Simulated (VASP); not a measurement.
# Re (P6_3/mmc) in VASP: a series of runs

Runs on Re. Level: PBEsol. Tasks: single point, relaxation of cell and atoms.

All numbers are computed with VASP 6.6.1; they aren't measurements. Logs are shortened: lines on timing, memory, paths and dates and some standing lists are left out, and cuts for length are marked.

## (1) The cell of the first run

Symmetry: P6_3/mmc, No. 194, hexagonal system. The conventional cell has a = 2.766 Å, b = 2.766 Å, c = 8.939 Å, α = 90.00°, β = 90.00°, γ = 120.00°. Within 3.6 Å of Re (site symmetry -3m) lie 12 Re at 2.75 to 2.77 Å. Re (site symmetry -6m2) has 12 Re at 2.75 to 2.77 Å within 3.6 Å.

## (2) Single point, PBEsol

INCAR

```
SYSTEM = Re
ALGO = Normal
EDIFF = 1E-6
ENCUT = 520
GGA = PS
ISIF = 2
ISMEAR = 0
LASPH = .TRUE.
LCHARG = .TRUE.
LELF = .TRUE.
LREAL = .FALSE.
LVHAR = .TRUE.
LWAVE = .FALSE.
NBANDS = 22
NELM = 60
PREC = Accurate
SIGMA = 0.1
```

KPOINTS

```
k-points
0
G
  9 9 2
  0 0 0
```

POSCAR

```
Re
1.0
    2.7663873939      0.0000000000      0.0000000000
   -1.3831936969      2.3957617598      0.0000000000
    0.0000000000      0.0000000000      8.9388451600
Re
4
Direct
    0.0000000000      0.0000000000      0.0000000000
    0.3333333300      0.6666666700      0.2500000000
    0.0000000000      0.0000000000      0.5000000000
    0.6666666700      0.3333333300      0.7500000000
```

Potentials or basis: VASP PAW PBE potentials, release 64 (Re).

The run is started by

```sh
$ cat potpaw_PBE.64/Re/POTCAR > POTCAR
$ mpirun -np 1 vasp_std > vasp.out
```

OUTCAR:

```text
SYSTEM = Re
   EDIFF = 1E-6
   ENCUT = 520
   GGA = PS
   ISIF = 2
   ISMEAR = 0
   LASPH = .TRUE.
   LREAL = .FALSE.
   NELM = 60
   PREC = Accurate

 ion  position               nearest neighbor table
   1  0.000  0.000  0.000-   2 2.75   4 2.75   2 2.75   4 2.75   4 2.75   2 2.75
   2  0.333  0.667  0.250-   1 2.75   3 2.75   1 2.75   3 2.75   1 2.75   3 2.75
   3  0.000  0.000  0.500-   2 2.75   4 2.75   2 2.75   4 2.75   4 2.75   2 2.75
   4  0.667  0.333  0.750-   1 2.75   3 2.75   1 2.75   3 2.75   1 2.75   3 2.75

  LATTYP: Found a hexagonal cell.
 ALAT       =     2.7663873939
 C/A-ratio  =     3.2312340563

  Lattice vectors:

 A1 = (   2.7663873939,   0.0000000000,   0.0000000000)
 A2 = (  -1.3831936969,   2.3957617598,   0.0000000000)
 A3 = (   0.0000000000,   0.0000000000,   8.9388451600)

Analysis of symmetry for initial positions (statically):
=====================================================================
 Subroutine PRICEL returns:
 Original cell was already a primitive cell.

 Routine SETGRP: Setting up the symmetry group for a
 hexagonal supercell.

 Subroutine GETGRP returns: Found 24 space group operations
 (whereof 12 operations were pure point group operations)
 out of a pool of 24 trial point group operations.

The static configuration has the point symmetry D_3d.
 The point group associated with its full space group is D_6h.

Analysis of symmetry for dynamics (positions and initial velocities):
=====================================================================
 Subroutine PRICEL returns:
 Original cell was already a primitive cell.

 Routine SETGRP: Setting up the symmetry group for a
 hexagonal supercell.

 Subroutine GETGRP returns: Found 24 space group operations
 (whereof 12 operations were pure point group operations)
 out of a pool of 24 trial point group operations.

The dynamic configuration has the point symmetry D_3d.
 The point group associated with its full space group is D_6h.

 Subroutine INISYM returns: Found 24 space group operations
 (whereof 12 operations are pure point group operations),
 and found     1 'primitive' translations

----------------------------------------------------------------------------------------

                                     Primitive cell

  volume of cell :      59.2431

  direct lattice vectors                    reciprocal lattice vectors
     2.766387394  0.000000000  0.000000000     0.361482272  0.208701887  0.000000000
    -1.383193697  2.395761760  0.000000000     0.000000000  0.417403774  0.000000000
     0.000000000  0.000000000  8.938845160     0.000000000  0.000000000  0.111871274

  length of vectors
     2.766387394  2.766387394  8.938845160     0.417403774  0.417403774  0.111871274

  position of ions in fractional coordinates (direct lattice)
     0.000000000  0.000000000  0.000000000
     0.333333330  0.666666670  0.250000000
     0.000000000  0.000000000  0.500000000
     0.666666670  0.333333330  0.750000000

  ion indices of the primitive-cell ions
   primitive index   ion index
                 1           1
                 2           2
                 3           3
                 4           4

----------------------------------------------------------------------------------------

 KPOINTS: k-points

Automatic generation of k-mesh.
 Grid dimensions read from file:
 generate k-points for:    9    9    2

 Generating k-lattice:

  Cartesian coordinates                     Fractional coordinates (reciprocal lattice)
     0.040164697  0.023189099  0.000000000     0.111111111  0.000000000  0.000000000
     0.000000000  0.046378197  0.000000000     0.000000000  0.111111111  0.000000000
     0.000000000  0.000000000  0.055935637     0.000000000  0.000000000  0.500000000

  Length of vectors
     0.046378197  0.046378197  0.055935637

  Shift w.r.t. Gamma in fractional coordinates (k-lattice)
     0.000000000  0.000000000  0.000000000

 Subroutine IBZKPT returns following result:
 ===========================================

 Found     24 irreducible k-points:

 Following reciprocal coordinates:
            Coordinates               Weight
  0.000000  0.000000  0.000000      1.000000
  0.111111  0.000000  0.000000      6.000000
  0.222222  0.000000  0.000000      6.000000
  0.333333  0.000000  0.000000      6.000000
  0.444444  0.000000  0.000000      6.000000
  0.111111  0.111111  0.000000      6.000000
[... 16 lines left out ...]
  0.333333  0.222222  0.500000     12.000000
  0.333333  0.333333  0.500000      2.000000
   k-points           NKPTS =     24   k-points in BZ     NKDIM =     24   number of bands    NBANDS=     22
   number of dos      NEDOS =    301   number of ions     NIONS =      4
   total plane-waves  NPLWV =  40320
   dimension x,y,z NGX =    24 NGY =   24 NGZ =   70
   dimension x,y,z NGXF=    48 NGYF=   48 NGZF=  140
   ions per type =               4
   NGX,Y,Z   is equivalent  to a cutoff of  14.42, 14.42, 13.02 a.u.
   NGXF,Y,Z  is equivalent  to a cutoff of  28.85, 28.85, 26.04 a.u.
 SYSTEM =  Re
   PREC   = accura    normal or accurate (medium, high low for compatibility)
   ISTART =      0    job   : 0-new  1-cont  2-samecut
   ICHARG =      2    charge: 1-file 2-atom 10-const
   ISPIN  =      1    spin polarized calculation?
   LNONCOLLINEAR =      F non collinear calculations
   LSORBIT =      F    spin-orbit coupling
   LASPH  =      T    aspherical Exc in radial PAW
   ENCUT  =  520.0 eV  38.22 Ry    6.18 a.u.   5.14  5.14 16.62*2*pi/ulx,y,z
   NELM   =     60;   NELMIN=  2; NELMDL= -5     # of ELM steps
   EDIFF  = 0.1E-05   stopping-criterion for ELM
   LREAL  =      F    real-space projection
   EDIFFG = 0.1E-04   stopping-criterion for IOM
   NSW    =      0    number of steps for IOM
   IBRION =     -1    ionic relax: 0-MD 1-quasi-New 2-CG
   NFREE  =      0    steps in history (QN), initial steepest desc. (CG)
   ISIF   =      2    stress and relaxation
   ISYM   =      2    0-nonsym 1-usesym 2-fastsym
   POTIM  = 0.5000    time-step for ionic-motion
   TEBEG  =    0.0;   TEEND  =   0.0 temperature during run
   PSTRESS=    0.0 pullay stress
   NELECT =      28.0000    total number of electrons
   NUPDOWN=      -1.0000    fix difference up-down
   EMIN   =  10.00;   EMAX   =-10.00  energy-range for DOS
   EFERMI =   0.00;   METHOD = LEGACY
   ISMEAR =     0;   SIGMA  =   0.10  broadening in eV -4-tet -1-fermi 0-gaus
   EFERMI_NEDOS =   21; number of points for ismear=-14 and -15
   IALGO  =     38    algorithm
   IMIX   =      4    mixing-type and parameters
     AMIX     =   0.40;   BMIX     =  1.00
     AMIX_MAG =   1.60;   BMIX_MAG =  1.00
  volume/ion in A,a.u.               =      14.81        99.95
  Fermi-wavevector in a.u.,A,eV,Ry     =   1.275209  2.409796 22.125236  1.626159
  Thomas-Fermi vector in A             =   2.407934
   LORBIT       =      0    0 simple, 1 ext, 2 COOP (PROOUT), +10 PAW based schemes
   GGA     = PS    functional components
   LHFCALC =     F    Hartree Fock is set to
   AEXX    =    0.0000 exact exchange contribution
   IVDW    =     0    specifies the selected vdW correction
   LEPSILON=     F    determine dielectric tensor
   LRPA    =     F    only Hartree local field effects (RPA)
 non-spin polarized calculation
 Gauss-broadening in eV      SIGMA  =   0.10
  energy-cutoff  :      520.00
  volume of cell :       59.24
 maximum number of plane-waves:      1613
 NGX is ok and might be reduce to    24
   NGX = 11   NGY = 11   NGZ = 33

 number of electron      27.9999999 magnetization

 Free energy of the ion-electron system (eV)
  ---------------------------------------------------
  ext. energy  EPLUGINS =         0.00000000
  ---------------------------------------------------
  free energy    TOTEN  =       -53.45401888 eV

  energy without entropy =      -53.44097592  energy(sigma->0) =      -53.44749740

 E-fermi :   7.8107     XC(G=0): -13.7852

 val. band max:        7.7858576897   @ k =   0.2222   0.0000   0.0000
 cond. band min:       7.8573936273   @ k =   0.4444   0.0000   0.5000
 fundamental gap:      0.0715359375
 Fermi energy:         7.8106849113

 k-point     1 :       0.0000    0.0000    0.0000
  band No.  band energies     occupation
      1      -2.2142      2.00000
      2       0.1025      2.00000
      3       0.1570      2.00000
      4       1.0609      2.00000
      5       5.1927      2.00000
      6       5.2769      2.00000
[... 14 lines left out ...]
     21      10.2078      0.00000
     22      10.2078      0.00000

 k-point     2 :       0.1111    0.0000    0.0000
  band No.  band energies     occupation
      1      -1.7201      2.00000
      2       0.5553      2.00000
      3       0.6061      2.00000
      4       1.5267      2.00000
      5       4.6395      2.00000
      6       4.9579      2.00000
[... 14 lines left out ...]
     21      10.1296      0.00000
     22      10.3142      0.00000

 k-point     3 :       0.2222    0.0000    0.0000
  band No.  band energies     occupation
      1      -0.4245      2.00000
      2       1.4606      2.00000
      3       1.4944      2.00000
      4       2.4792      2.00000
      5       3.9392      2.00000
      6       4.2885      2.00000
[... 14 lines left out ...]
     21      10.7073      0.00000
     22      10.7446      0.00000

 k-point     4 :       0.3333    0.0000    0.0000
  band No.  band energies     occupation
      1       0.8980      2.00000
      2       1.5402      2.00000
      3       1.7713      2.00000
      4       2.4906      2.00000
      5       3.5411      2.00000
      6       3.5482      2.00000
[... 14 lines left out ...]
     21      11.4140      0.00000
     22      11.4903      0.00000

 k-point     5 :       0.4444    0.0000    0.0000
  band No.  band energies     occupation
      1       1.0812      2.00000
      2       1.1739      2.00000
      3       1.7415      2.00000
      4       2.4223      2.00000
      5       3.0728      2.00000
      6       3.4413      2.00000
[... 14 lines left out ...]
     21      11.9969      0.00000
     22      12.1543      0.00000

 k-point     6 :       0.1111    0.1111    0.0000
  band No.  band energies     occupation
      1      -0.8084      2.00000
      2       1.2916      2.00000
      3       1.3337      2.00000
      4       2.3164      2.00000
      5       4.0776      2.00000
      6       4.5892      2.00000
[... 14 lines left out ...]
     21      10.3132      0.00000
     22      10.6368      0.00000

 k-point     7 :       0.2222    0.1111    0.0000
  band No.  band energies     occupation
      1       0.6685      2.00000
      2       1.9100      2.00000
      3       1.9676      2.00000
      4       2.9498      2.00000
      5       3.8569      2.00000
      6       3.9593      2.00000
[... 324 lines left out ...]
      6       2.9547      2.00000
[... 14 lines left out ...]
     21      12.3322      0.00000
     22      12.3322      0.00000

 k-point    21 :       0.4444    0.1111    0.5000
  band No.  band energies     occupation
      1       1.9180      2.00000
      2       1.9180      2.00000
      3       1.9873      2.00000
      4       1.9873      2.00000
      5       2.6938      2.00000
      6       2.6938      2.00000
[... 14 lines left out ...]
     21      13.6874      0.00000
     22      13.6878      0.00000

 k-point    22 :       0.2222    0.2222    0.5000
  band No.  band energies     occupation
      1       2.0956      2.00000
      2       2.0956      2.00000
      3       2.7478      2.00000
      4       2.7478      2.00000
      5       3.9421      2.00000
      6       3.9421      2.00000
[... 14 lines left out ...]
     21      12.3669      0.00000
     22      12.3669      0.00000

 k-point    23 :       0.3333    0.2222    0.5000
  band No.  band energies     occupation
      1       2.5045      2.00000
      2       2.5045      2.00000
      3       2.7214      2.00000
      4       2.7214      2.00000
      5       3.4949      2.00000
      6       3.4949      2.00000
[... 14 lines left out ...]
     21      14.2025      0.00000
     22      14.2033      0.00000

 k-point    24 :       0.3333    0.3333    0.5000
  band No.  band energies     occupation
      1       2.7062      2.00000
      2       2.7062      2.00000
      3       3.3706      2.00000
      4       3.3706      2.00000
      5       3.7939      2.00000
      6       3.7939      2.00000
[... 14 lines left out ...]
     21      14.9685      0.00000
     22      14.9689      0.00000

------------------------ aborting loop because EDIFF is reached ----------------------------------------

  FORCE on cell =-STRESS in cart. coord.  units (eV):
  Direction    XX          YY          ZZ          XY          YZ          ZX
  --------------------------------------------------------------------------------------
  -------------------------------------------------------------------------------------
  Total       -2.3012507     -2.3012507     -2.6274937     -0.0000000      0.0000000      0.0000000
  in kB      -62.2352561    -62.2352561    -71.0582037     -0.0000000      0.0000000      0.0000000
  external PRESSURE =     -65.1762386 kB  Pullay stress =       0.0000000 kB

 VOLUME and BASIS-vectors are now :
 -----------------------------------------------------------------------------
  energy-cutoff  :      520.00
  volume of cell :       59.24
      direct lattice vectors                 reciprocal lattice vectors
     2.766387394  0.000000000  0.000000000     0.361482272  0.208701887  0.000000000
    -1.383193697  2.395761760  0.000000000     0.000000000  0.417403774  0.000000000
     0.000000000  0.000000000  8.938845160     0.000000000  0.000000000  0.111871274

 POSITION                                       TOTAL-FORCE (eV/Angst)
 -----------------------------------------------------------------------------------
      0.00000      0.00000      0.00000        -0.000000      0.000000      0.000000
     -0.00000      1.59717      2.23471        -0.000000     -0.000000     -0.000000
      0.00000      0.00000      4.46942        -0.000000      0.000000      0.000000
      1.38319      0.79859      6.70413         0.000000      0.000000      0.000000
 -----------------------------------------------------------------------------------
    total drift:                               -0.000000      0.000000      0.000000

  FREE ENERGIE OF THE ION-ELECTRON SYSTEM (eV)
  ---------------------------------------------------
  free  energy   TOTEN  =       -53.4540188820 eV

  energy  without entropy=      -53.4409759239  energy(sigma->0) =      -53.44749740
```

It took 1.8 min on 1 thread of Oxide Virtual Turin-like, shared host; peak memory 0.16 GiB.

What came out:

```
Free energy            : -53.4540 eV
Pressure               : -6.5 GPa
Band gap on the k mesh : zero (bands 14 and 15 overlap by 1.91 eV)
```

Stress tensor (GPa, compression positive):
```
-6.22  0.00  0.00
 0.00 -6.22  0.00
 0.00  0.00 -7.11
```

Caveat: the cell stands under tension; the PAW data sets were made with another functional, which shifts forces and pressure a little; spin-orbit coupling is left out, which moves the levels of the heavy elements.

(Continued in part 2 of 2.)

The gap in the log of VASP goes by the Fermi energy; the results here count the filled bands.